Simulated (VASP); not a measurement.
# F (C2/m) in VASP: further runs

The runs below take F through single point, with PBEsol.

All numbers are computed with VASP 6.6.1; they aren't measurements. Logs are shortened: lines on timing, memory, paths and dates and some standing lists are left out, and cuts for length are marked.

## 1. The cell of the first run

Symmetry: C2/m, No. 12, monoclinic system. Conventional cell: a = 5.978 Å, b = 3.426 Å, c = 7.216 Å, α = 90.00°, β = 112.50°, γ = 90.00°. Within 1.6 Å of F (site symmetry m) lie 1 F at 1.19 Å. Within 1.8 Å of F (site symmetry m) lie 1 F at 1.35 Å.

## 2. Single point, PBEsol

File INCAR:

```
PREC = Accurate
ENCUT = 520
EDIFF = 1E-6
ISMEAR = 0
SIGMA = 0.05
LREAL = F
LASPH = T
NELM = 60
ALGO = Normal
ISIF = 2
LWAVE = F
LCHARG = F
GGA = PS
NBANDS = 22
```

File KPOINTS:

```
regular mesh
0
Gamma
  4 4 2
```

File POSCAR:

```
F
1.0
    2.9801222909     -1.7127784174     -0.2298527401
    2.9801222909      1.7127784174     -0.2298527401
   -2.2408243099      0.0000000000      6.8592084052
F
4
Direct
    0.0848459664      0.0848459664      0.0780195948
    0.9151540336      0.9151540336      0.9219804052
    0.5015719855      0.5015719855      0.5937195244
    0.4984280145      0.4984280145      0.4062804756
```

Potentials or basis: VASP PAW PBE potentials, release 64 (F).

The run is started by

```console
> cat potpaw_PBE.64/F/POTCAR > POTCAR
> mpirun -np 1 vasp_std > vasp.out
```

OUTCAR:

```text
PREC = Accurate
   ENCUT = 520
   EDIFF = 1E-6
   ISMEAR = 0
   LREAL = F
   LASPH = T
   NELM = 60
   ISIF = 2
   GGA = PS

 ion  position               nearest neighbor table
   1  0.085  0.085  0.078-   2 1.19
   2  0.915  0.915  0.922-   1 1.19
   3  0.502  0.502  0.594-   4 1.35
   4  0.498  0.498  0.406-   3 1.35

  LATTYP: Found a base centered monoclinic cell.
 ALAT       =     5.9779465206
 B/A-ratio  =     0.5730323654
 C/A-ratio  =     1.2070962569
 COS(beta)  =    -0.3827161857

  Lattice vectors:

 A1 = (   2.9801222909,  -1.7127784174,  -0.2298527401)
 A2 = (   2.9801222909,   1.7127784174,  -0.2298527401)
 A3 = (  -2.2408243099,   0.0000000000,   6.8592084052)

Analysis of symmetry for initial positions (statically):
=====================================================================
 Subroutine PRICEL returns:
 Original cell was already a primitive cell.

 Routine SETGRP: Setting up the symmetry group for a
 base centered monoclinic supercell.

 Subroutine GETGRP returns: Found  4 space group operations
 (whereof  4 operations were pure point group operations)
 out of a pool of  4 trial point group operations.

The static configuration has the point symmetry C_2h.

Analysis of symmetry for dynamics (positions and initial velocities):
=====================================================================
 Subroutine PRICEL returns:
 Original cell was already a primitive cell.

 Routine SETGRP: Setting up the symmetry group for a
 base centered monoclinic supercell.

 Subroutine GETGRP returns: Found  4 space group operations
 (whereof  4 operations were pure point group operations)
 out of a pool of  4 trial point group operations.

The dynamic configuration has the point symmetry C_2h.

 Subroutine INISYM returns: Found  4 space group operations
 (whereof  4 operations are pure point group operations),
 and found     1 'primitive' translations

----------------------------------------------------------------------------------------

                                     Primitive cell

  volume of cell :      68.2584

  direct lattice vectors                    reciprocal lattice vectors
     2.980122291 -1.712778417 -0.229852740     0.172115141 -0.291923342  0.056228032
     2.980122291  1.712778417 -0.229852740     0.172115141  0.291923342  0.056228032
    -2.240824310  0.000000000  6.859208405     0.011535190  0.000000000  0.149557831

  length of vectors
     3.444934115  3.444934115  7.215956869     0.343517759  0.343517759  0.150002019

  position of ions in fractional coordinates (direct lattice)
     0.084845966  0.084845966  0.078019595
     0.915154034  0.915154034  0.921980405
     0.501571985  0.501571985  0.593719524
     0.498428014  0.498428014  0.406280476

  ion indices of the primitive-cell ions
   primitive index   ion index
                 1           1
                 2           2
                 3           3
                 4           4

----------------------------------------------------------------------------------------

 KPOINTS: regular mesh

Automatic generation of k-mesh.
 Grid dimensions read from file:
 generate k-points for:    4    4    2

 Generating k-lattice:

  Cartesian coordinates                     Fractional coordinates (reciprocal lattice)
     0.043028785 -0.072980836  0.014057008     0.250000000 -0.000000000  0.000000000
     0.043028785  0.072980836  0.014057008    -0.000000000  0.250000000  0.000000000
     0.005767595  0.000000000  0.074778916    -0.000000000 -0.000000000  0.500000000

  Length of vectors
     0.085879440  0.085879440  0.075001009

  Shift w.r.t. Gamma in fractional coordinates (k-lattice)
     0.000000000  0.000000000  0.000000000

 Subroutine IBZKPT returns following result:
 ===========================================

 Found     14 irreducible k-points:

 Following reciprocal coordinates:
            Coordinates               Weight
  0.000000  0.000000  0.000000      1.000000
  0.250000 -0.000000  0.000000      4.000000
  0.500000 -0.000000  0.000000      2.000000
  0.250000  0.250000  0.000000      2.000000
  0.500000  0.250000  0.000000      4.000000
 -0.250000  0.250000  0.000000      2.000000
  0.500000  0.500000  0.000000      1.000000
  0.000000  0.000000  0.500000      1.000000
  0.250000  0.000000  0.500000      4.000000
  0.500000  0.000000  0.500000      2.000000
  0.250000  0.250000  0.500000      2.000000
  0.500000  0.250000  0.500000      4.000000
 -0.250000  0.250000  0.500000      2.000000
  0.500000  0.500000  0.500000      1.000000
   k-points           NKPTS =     14   k-points in BZ     NKDIM =     14   number of bands    NBANDS=     22
   number of dos      NEDOS =    301   number of ions     NIONS =      4
   total plane-waves  NPLWV =  42336
   dimension x,y,z NGX =    28 NGY =   28 NGZ =   54
   dimension x,y,z NGXF=    56 NGYF=   56 NGZF=  108
   ions per type =               4
   NGX,Y,Z   is equivalent  to a cutoff of  13.51, 13.51, 12.44 a.u.
   NGXF,Y,Z  is equivalent  to a cutoff of  27.02, 27.02, 24.88 a.u.
 SYSTEM =  unknown system
   PREC   = accura    normal or accurate (medium, high low for compatibility)
   ISTART =      0    job   : 0-new  1-cont  2-samecut
   ICHARG =      2    charge: 1-file 2-atom 10-const
   ISPIN  =      1    spin polarized calculation?
   LNONCOLLINEAR =      F non collinear calculations
   LSORBIT =      F    spin-orbit coupling
   LASPH  =      T    aspherical Exc in radial PAW
   ENCUT  =  520.0 eV  38.22 Ry    6.18 a.u.   6.41  6.41 13.42*2*pi/ulx,y,z
   NELM   =     60;   NELMIN=  2; NELMDL= -5     # of ELM steps
   EDIFF  = 0.1E-05   stopping-criterion for ELM
   LREAL  =      F    real-space projection
   EDIFFG = 0.1E-04   stopping-criterion for IOM
   NSW    =      0    number of steps for IOM
   IBRION =     -1    ionic relax: 0-MD 1-quasi-New 2-CG
   NFREE  =      0    steps in history (QN), initial steepest desc. (CG)
   ISIF   =      2    stress and relaxation
   ISYM   =      2    0-nonsym 1-usesym 2-fastsym
   POTIM  = 0.5000    time-step for ionic-motion
   TEBEG  =    0.0;   TEEND  =   0.0 temperature during run
   PSTRESS=    0.0 pullay stress
   NELECT =      28.0000    total number of electrons
   NUPDOWN=      -1.0000    fix difference up-down
   EMIN   =  10.00;   EMAX   =-10.00  energy-range for DOS
   EFERMI =   0.00;   METHOD = LEGACY
   ISMEAR =     0;   SIGMA  =   0.05  broadening in eV -4-tet -1-fermi 0-gaus
   EFERMI_NEDOS =   21; number of points for ismear=-14 and -15
   IALGO  =     38    algorithm
   IMIX   =      4    mixing-type and parameters
     AMIX     =   0.40;   BMIX     =  1.00
     AMIX_MAG =   1.60;   BMIX_MAG =  1.00
  volume/ion in A,a.u.               =      17.06       115.16
  Fermi-wavevector in a.u.,A,eV,Ry     =   1.216397  2.298658 20.131487  1.479623
  Thomas-Fermi vector in A             =   2.351753
   LORBIT       =      0    0 simple, 1 ext, 2 COOP (PROOUT), +10 PAW based schemes
   GGA     = PS    functional components
   LHFCALC =     F    Hartree Fock is set to
   AEXX    =    0.0000 exact exchange contribution
   IVDW    =     0    specifies the selected vdW correction
   LEPSILON=     F    determine dielectric tensor
   LRPA    =     F    only Hartree local field effects (RPA)
 non-spin polarized calculation
 Gauss-broadening in eV      SIGMA  =   0.05
  energy-cutoff  :      520.00
  volume of cell :       68.26
 maximum number of plane-waves:      1851
 NGX is ok and might be reduce to    28
   NGX = 13   NGY = 13   NGZ = 27

 number of electron      27.9999987 magnetization

 Free energy of the ion-electron system (eV)
  ---------------------------------------------------
  ext. energy  EPLUGINS =         0.00000000
  ---------------------------------------------------
  free energy    TOTEN  =        -6.24369542 eV

  energy without entropy =       -6.24369542  energy(sigma->0) =       -6.24369542

 E-fermi :  -3.9656     XC(G=0):  -7.1687

 val. band max:       -4.2979852998   @ k =   0.5000   0.5000   0.0000
 cond. band min:      -0.9490261661   @ k =   0.0000   0.0000   0.0000
 fundamental gap:      3.3489591337
 Fermi energy:        -3.9656379029

 k-point     1 :       0.0000    0.0000    0.0000
  band No.  band energies     occupation
      1     -34.5319      2.00000
      2     -31.1574      2.00000
      3     -23.2687      2.00000
      4     -21.9880      2.00000
      5     -12.7426      2.00000
      6     -11.7500      2.00000
[... 14 lines left out ...]
     21      14.6302      0.00000
     22      15.5178      0.00000

 k-point     2 :       0.2500   -0.0000    0.0000
  band No.  band energies     occupation
      1     -34.5158      2.00000
      2     -31.1355      2.00000
      3     -23.2461      2.00000
      4     -21.9931      2.00000
      5     -12.6496      2.00000
      6     -11.8005      2.00000
[... 14 lines left out ...]
     21      12.3150      0.00000
     22      14.1892      0.00000

 k-point     3 :       0.5000   -0.0000    0.0000
  band No.  band energies     occupation
      1     -34.4993      2.00000
      2     -31.1130      2.00000
      3     -23.2233      2.00000
      4     -21.9979      2.00000
      5     -12.5235      2.00000
      6     -11.8789      2.00000
[... 14 lines left out ...]
     21      11.2961      0.00000
     22      11.4571      0.00000
[... 226 lines left out ...]
 k-point    13 :      -0.2500    0.2500    0.5000
  band No.  band energies     occupation
      1     -34.4993      2.00000
      2     -31.1130      2.00000
      3     -23.2233      2.00000
      4     -21.9977      2.00000
      5     -12.5261      2.00000
      6     -11.8594      2.00000
[... 14 lines left out ...]
     21      11.4938      0.00000
     22      11.6092      0.00000

 k-point    14 :       0.5000    0.5000    0.5000
  band No.  band energies     occupation
      1     -34.4951      2.00000
      2     -31.1088      2.00000
      3     -23.2412      2.00000
      4     -22.0376      2.00000
      5     -12.5279      2.00000
      6     -11.9179      2.00000
[... 14 lines left out ...]
     21       9.8924      0.00000
     22      10.3818      0.00000

------------------------ aborting loop because EDIFF is reached ----------------------------------------

  FORCE on cell =-STRESS in cart. coord.  units (eV):
  Direction    XX          YY          ZZ          XY          YZ          ZX
  --------------------------------------------------------------------------------------
  -------------------------------------------------------------------------------------
  Total        6.4294271     -0.2042555     17.5732484      0.0000000      0.0000000      8.2423534
  in kB      150.9130361     -4.7943329    412.4834476      0.0000000      0.0000000    193.4664718
  external PRESSURE =     186.2007169 kB  Pullay stress =       0.0000000 kB

 VOLUME and BASIS-vectors are now :
 -----------------------------------------------------------------------------
  energy-cutoff  :      520.00
  volume of cell :       68.26
      direct lattice vectors                 reciprocal lattice vectors
     2.980122291 -1.712778417 -0.229852740     0.172115141 -0.291923342  0.056228032
     2.980122291  1.712778417 -0.229852740     0.172115141  0.291923342  0.056228032
    -2.240824310  0.000000000  6.859208405     0.011535190  0.000000000  0.149557831

 POSITION                                       TOTAL-FORCE (eV/Angst)
 -----------------------------------------------------------------------------------
      0.33087      0.00000      0.49615         9.322740      0.000000     14.068715
      3.38855      0.00000      5.90335        -9.322740      0.000000    -14.068715
      1.65907      0.00000      3.84187        -0.922727      0.000000      2.806548
      2.06035      0.00000      2.55763         0.922727      0.000000     -2.806548
 -----------------------------------------------------------------------------------
    total drift:                                0.000000      0.000000     -0.000000

  FREE ENERGIE OF THE ION-ELECTRON SYSTEM (eV)
  ---------------------------------------------------
  free  energy   TOTEN  =        -6.2436954193 eV

  energy  without entropy=       -6.2436954193  energy(sigma->0) =       -6.24369542
```

Run time: 8.8 s. Hardware: 1 thread of Intel Xeon 6975P-C (Granite Rapids), shared host; peak memory 0.17 GiB.

What came out:

```
Free energy            : -6.2437 eV
Pressure               : 18.6 GPa
Largest force          : 16.877 eV/Å
Band gap on the k mesh : 3.35 eV, indirect (least direct gap 3.42 eV)
```

Forces on the atoms (eV/Å):
```
F     9.323   0.000  14.069
F    -9.323   0.000 -14.069
F    -0.923   0.000   2.807
F     0.923   0.000  -2.807
```

Caveat: the k points lie up to 0.54 Å⁻¹ apart; the standard files for N, O and F lose accuracy on very short bonds; the PAW data sets were made with another functional, which shifts forces and pressure a little.

## 3. Single point, PBEsol

File INCAR:

```
PREC = Accurate
ENCUT = 520
EDIFF = 1E-6
ISMEAR = 0
SIGMA = 0.05
LREAL = F
LASPH = T
NELM = 100
ALGO = Normal
ISIF = 2
LWAVE = F
LCHARG = T
GGA = PS
LELF = T
LVHAR = T
NBANDS = 22
```

File KPOINTS:

```
Automatic mesh
0
Gamma
  4 4 2
```

Edit POSCAR of step 2 so:

```diff
@@ -8,4 +8,4 @@
 Direct
-    0.0848459664      0.0848459664      0.0780195948
-    0.9151540336      0.9151540336      0.9219804052
+    0.0848459664      0.0848459664      0.1099880702
+    0.9151540336      0.9151540336      0.8900119298
     0.5015719855      0.5015719855      0.5937195244
```

Potentials or basis: VASP PAW PBE potentials, release 64 (F).

The run is started by

```console
> cat potpaw_PBE.64/F/POTCAR > POTCAR
> mpirun -np 1 vasp_std > vasp.out
```

OUTCAR:

```text
PREC = Accurate
   ENCUT = 520
   EDIFF = 1E-6
   ISMEAR = 0
   LREAL = F
   LASPH = T
   NELM = 100
   ISIF = 2
   GGA = PS

 ion  position               nearest neighbor table
   1  0.085  0.085  0.110-   2 1.52
   2  0.915  0.915  0.890-   1 1.52
   3  0.502  0.502  0.594-   4 1.35
   4  0.498  0.498  0.406-   3 1.35

  LATTYP: Found a base centered monoclinic cell.
 ALAT       =     5.9779465206
 B/A-ratio  =     0.5730323654
 C/A-ratio  =     1.2070962569
 COS(beta)  =    -0.3827161857

  Lattice vectors:

 A1 = (   2.9801222909,  -1.7127784174,  -0.2298527401)
 A2 = (   2.9801222909,   1.7127784174,  -0.2298527401)
 A3 = (  -2.2408243099,   0.0000000000,   6.8592084052)

Analysis of symmetry for initial positions (statically):
=====================================================================
 Subroutine PRICEL returns:
 Original cell was already a primitive cell.

 Routine SETGRP: Setting up the symmetry group for a
 base centered monoclinic supercell.

 Subroutine GETGRP returns: Found  4 space group operations
[... 155 lines left out ...]
  free energy    TOTEN  =        -7.54499147 eV

  energy without entropy =       -7.54499147  energy(sigma->0) =       -7.54499147

 E-fermi :  -5.0937     XC(G=0):  -7.3115

 val. band max:       -5.3628573111   @ k =   0.5000   0.5000   0.0000
 cond. band min:      -3.4750791987   @ k =   0.0000   0.0000   0.0000
 fundamental gap:      1.8877781124
 Fermi energy:        -5.0937409741

 k-point     1 :       0.0000    0.0000    0.0000
  band No.  band energies     occupation
      1     -31.5587      2.00000
      2     -28.7500      2.00000
      3     -24.2423      2.00000
      4     -23.5616      2.00000
      5     -12.3629      2.00000
      6     -10.8816      2.00000
[... 339 lines left out ...]
     21      10.2969      0.00000
     22      10.4877      0.00000

------------------------ aborting loop because EDIFF is reached ----------------------------------------

  FORCE on cell =-STRESS in cart. coord.  units (eV):
  Direction    XX          YY          ZZ          XY          YZ          ZX
  --------------------------------------------------------------------------------------
  -------------------------------------------------------------------------------------
  Total       -0.3590928     -0.1803050      0.0026515      0.0000000      0.0000000     -2.3980584
  in kB       -8.4287101     -4.2321607      0.0622360      0.0000000      0.0000000    -56.2877945
  external PRESSURE =      -4.1995449 kB  Pullay stress =       0.0000000 kB

 VOLUME and BASIS-vectors are now :
 -----------------------------------------------------------------------------
  energy-cutoff  :      520.00
  volume of cell :       68.26
      direct lattice vectors                 reciprocal lattice vectors
     2.980122291 -1.712778417 -0.229852740     0.172115141 -0.291923342  0.056228032
     2.980122291  1.712778417 -0.229852740     0.172115141  0.291923342  0.056228032
    -2.240824310  0.000000000  6.859208405     0.011535190  0.000000000  0.149557831

 POSITION                                       TOTAL-FORCE (eV/Angst)
 -----------------------------------------------------------------------------------
      0.25924      0.00000      0.71543        -0.803629      0.000000     -2.452502
      3.46018      0.00000      5.68408         0.803629      0.000000      2.452502
      1.65907      0.00000      3.84187        -0.826145      0.000000      2.818740
      2.06035      0.00000      2.55763         0.826145      0.000000     -2.818740
 -----------------------------------------------------------------------------------
    total drift:                               -0.000000      0.000000      0.000000

  FREE ENERGIE OF THE ION-ELECTRON SYSTEM (eV)
  ---------------------------------------------------
  free  energy   TOTEN  =        -7.5449914716 eV

  energy  without entropy=       -7.5449914716  energy(sigma->0) =       -7.54499147
```

stdout:

```text
POSCAR found type information on POSCAR F
 POSCAR found :  1 types and       4 ions
 scaLAPACK will be used
 -----------------------------------------------------------------------------
|                                                                             |
|                                                                             |
|     You enforced a specific xc type in the INCAR file but a different       |
|     I HOPE YOU KNOW WHAT YOU ARE DOING!                                     |
|                                                                             |
 -----------------------------------------------------------------------------

 LDA part: xc-table for (Slater+PW92), standard interpolation
 POSCAR, INCAR and KPOINTS ok, starting setup
 FFT: planning ... GRIDC
 FFT: planning ... GRID_SOFT
 FFT: planning ... GRID
 WAVECAR not read
 entering main loop
```

Run time: 9.9 s. Hardware: 1 thread of Intel Xeon 6975P-C (Granite Rapids), shared host; peak memory 0.17 GiB.

Results:

```yaml
Free_energy: -7.5450 eV
Pressure: -0.4 GPa
Largest_force: 2.937 eV/Å
Band_gap_on_the_k_mesh: 1.89 eV, indirect (least direct gap 1.99 eV)
```

Forces on the atoms (eV/Å):
```
F   -0.804  0.000 -2.453
F    0.804  0.000  2.453
F   -0.826  0.000  2.819
F    0.826  0.000 -2.819
```

Caveat: the k points lie up to 0.54 Å⁻¹ apart; the PAW data sets were made with another functional, which shifts forces and pressure a little. PBEsol gaps usually lie below the measured ones, often by a third to a half.

(Continued in part 2 of 2.)
